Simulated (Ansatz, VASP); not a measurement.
One calculation of Pb, two programs

```
Pb
1.0
     3.53936    0.00000    0.00000
    -1.76968    3.06518    0.00000
     0.00000    0.00000    5.85993
Pb
2
Direct
  0.33333 0.66667 0.25000
  0.66667 0.33333 0.75000
```

Alike in both runs: functional PBE; k mesh 14 × 14 × 8; occupations gaussian, width 0.05 eV; no spin polarisation.

Ansatz relaxed the structure, and its values are those at the end. VASP's run is a single point on that final structure, the one shown.

```csv
,VASP,Ansatz
version,VASP 6.6.1,Ansatz 0.2.0
potentials or method,"VASP PAW PBE potentials, release 64 (Pb_d), cutoff 520 eV","scalar-relativistic, plane waves, PAW"
valence electrons in the cell,28,28
```

|  | VASP | Ansatz | Ansatz less VASP |
| --- | --- | --- | --- |
| gap on the k mesh at the Fermi level (eV) | none | none | - |
| pressure (GPa) | -0.1 | 0.0 | +0.07 |

A gap of «none» marks a metal or a gap that the smearing closes.

Neither program's run includes spin-orbit coupling.
